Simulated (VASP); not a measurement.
## Cu: single point with r2SCAN

Crystal: Cu.

```
CELL_PARAMETERS angstrom
2.53608 0.00000 0.00000
-1.26804 2.19631 0.00000
0.00000 0.00000 4.13878
ATOMIC_POSITIONS crystal
Cu 0.33333 0.66667 0.25000
Cu 0.66667 0.33333 0.75000
```

This isn't the form of Cu at room conditions, which is fcc.

| Quantity | Value |
| --- | --- |
| Program | VASP 6.6.1 |
| Task | single point |
| Functional | r2SCAN |
| Potentials or basis | VASP PAW PBE potentials, release 64 (Cu) |
| Cutoff | 520 eV |
| k mesh | 18 × 18 × 10 |
| Occupations | gaussian, width 0.1 eV |
| Spin | no spin polarisation |
| Dipole correction | no |
| Further INCAR settings | ALGO = Normal; EDIFF = 1e-06; NBANDS = 18 |

```yaml
Pressure: -0.2 GPa
Band_gap_on_the_k_mesh: zero (bands 11 and 12 overlap by 6.36 eV)
```

Levels at points of the mesh, in eV from the Fermi level:
```csv
k point,band 9,band 10,band 11,band 12,band 13,band 14
"(0.00, 0.00, 0.00)",-2.59,-1.80,-1.80,-1.05,4.17,22.40
"(0.50, 0.00, 0.00)",-1.66,-1.59,0.04,1.75,8.29,8.80
"(0.00, 0.00, 0.50)",-2.04,-2.04,-2.04,-2.04,13.27,13.27
"(0.50, 0.00, 0.50)",-1.63,-1.63,0.55,0.55,5.28,5.28
```

Wall time 2.7 min on 1 thread of AMD EPYC 9R45 (Zen 5) (shared host), peak memory 0.16 GiB.

Caveat: the PAW data sets were made with another functional, which shifts forces and pressure a little.
